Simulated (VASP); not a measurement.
Crystal: SnMo.

```xyz
2
Lattice="3.5102 0.0000 0.0000 -1.7551 3.0399 0.0000 0.0000 0.0000 3.4237" Properties=species:S:1:pos:R:3 pbc="T T T"
Sn    0.0000    0.0000    0.0000
Mo    1.7551    1.0133    1.7118
```

```yaml
Program: VASP 6.6.1
Task: relaxation of cell and atoms
Functional: r2SCAN
Potentials_or_basis: VASP PAW PBE potentials, release 64 (Sn_d, Mo_sv)
Cutoff: 600 eV
k_mesh: 6 × 6 × 6
Occupations: gaussian, width 0.1 eV
Spin: no spin polarisation
```

At the start: pressure 16.7 GPa; volume 18.27 Å³/atom.

Question: How do energy, volume and symmetry change on relaxing?

Answer: Over 13 steps the energy falls by 221.4 meV/atom and the volume is 18.80 Å³/atom (+2.9 %); space group P-6m2 (No. 187, to 0.1 Å) before and after.

Step by step:
| step | energy change (eV) | largest force (eV/Å) | pressure (GPa) | volume (Å³) |
| --- | --- | --- | --- | --- |
| 1 | 0.0000 | 0.0000 | 16.65 | 36.53 |
| 2 | 0.2585 | 0.0000 | -18.63 | 47.38 |
| 3 | -0.2237 | 0.0000 | -3.05 | 40.52 |
| 4 | -0.2244 | 0.0000 | -2.38 | 40.34 |
| 5 | -0.3111 | 0.0000 | -1.75 | 39.64 |
| 6 | -0.4350 | 0.0000 | 2.64 | 37.12 |
| 7 | -0.4238 | 0.0000 | 4.85 | 36.36 |
| 8 | -0.4350 | 0.0000 | 3.43 | 36.82 |
| 9 | -0.3689 | 0.0000 | -8.08 | 39.22 |
| 10 | -0.4412 | 0.0000 | 0.16 | 37.40 |
| 11 | -0.4414 | 0.0000 | 0.61 | 37.32 |
| 12 | -0.4414 | 0.0000 | 0.72 | 37.31 |
| 13 | -0.4428 | 0.0000 | -0.16 | 37.60 |

Final structure:
```xyz
2
Lattice="3.2340 0.0000 0.0000 -1.6170 2.8007 0.0000 0.0000 0.0000 4.1513" Properties=species:S:1:pos:R:3 pbc="T T T"
Sn    0.0000    0.0000    0.0000
Mo    1.6170    0.9336    2.0756
```

Caveat: a cell axis changed by over 15 % at a fixed basis, so the end point is rough; the PAW data sets were made with another functional, which shifts forces and pressure a little.
